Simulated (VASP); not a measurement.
Wanted: the native input for a VASP 6.6.1 run.

| Quantity | Value |
| --- | --- |
| Task | single point |
| Functional | PBE |
| Potentials or basis | VASP PAW PBE potentials, release 64 (Ag, Rh_pv) |
| Cutoff | 520 eV |
| k mesh | 11 × 11 × 6 |
| Occupations | fermi-dirac, width 0.05 eV |
| Spin | no spin polarisation |
| Dipole correction | no |
| Further INCAR settings | ALGO = Fast; EDIFF = 1e-06; NBANDS = 20 |

The structure of AgRh lies in POSCAR:

```
AgRh
1.0
    2.7589461066      0.0000000000      0.0000000000
   -1.3794730533      2.3893174160      0.0000000000
    0.0000000000      0.0000000000      4.7763285309
Ag Rh
1 1
Direct
    0.0000000000      0.0000000000      0.5000000000
    0.6666666667      0.3333333333      0.0000000000
```

These files were run (other wordings do the same):

INCAR

```
SYSTEM = AgRh
ALGO = Fast ; EDIFF = 1E-6
ENCUT = 520 ; GGA = PE
ISIF = 2 ; ISMEAR = -1
LASPH = .True. ; LCHARG = .False.
LREAL = .False. ; LWAVE = .False.
NBANDS = 20 ; NELM = 60
PREC = Accurate ; SIGMA = 0.05
```

KPOINTS

```
k-points
0
Gamma
  11 11 6
  0 0 0
```

Potentials or basis: VASP PAW PBE potentials, release 64 (Ag, Rh_pv).

Run with:

```console
$ cat potpaw_PBE.64/Ag/POTCAR potpaw_PBE.64/Rh_pv/POTCAR > POTCAR
$ mpirun -np 1 vasp_std > vasp.out
```

It gave:

The pressure is 0.7 GPa and the band gap on the k mesh is zero (band 13 reaches 10.21 eV, above the bottom of band 14 at 8.85 eV).

It took 24 s on 1 thread of Intel(R) Xeon(R) Platinum 8488C (Sapphire Rapids) (shared host), peak memory 0.18 GiB.
